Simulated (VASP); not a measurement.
Runs of VASP 6.6.1 on In. The structure is that of space group Fm-3m (No. 225), or close to it. The cells are those of the table. 

| cell | further INCAR settings | gap on the mesh (eV) | pressure (GPa) |
| --- | --- | --- | --- |
| a = 3.441 Å, angles 121.1, 121.1, 88.1°, 1 atom | ALGO = Fast; EDIFF = 1e-06; NBANDS = 12 | none | -1.0 |
| a = 3.576 Å, angles 121.2, 121.2, 88.0°, 1 atom | ALGO = Fast; EDIFF = 1e-07; NBANDS = 12 | none | -3.6 |
| a = 3.506 Å, angles 119.9, 119.9, 90.2°, 1 atom | ALGO = Fast; EDIFF = 1e-06; NBANDS = 12 | none | -2.8 |
| a = 3.371 Å, angles 119.8, 119.8, 90.4°, 1 atom | ALGO = Fast; EDIFF = 1e-07; NBANDS = 12 | none | (a) |

Alike in all rows: task single point; level PBE; potentials or basis VASP PAW PBE potentials, release 64 (In_d); no spin polarisation; k mesh 20 × 20 × 20; cutoff (eV) 520; smearing gaussian 0.15 eV.

Question: Fill in the values left out.

Answer: (a) 0.3.

Caveats: spin-orbit coupling is left out, which moves the levels of the heavy elements; the cell stands under tension (at least some runs).

A k mesh can miss the band edges, and the runs leave out spin-orbit coupling on In.

A gap of «none» marks levels without a gap at the run's occupations.
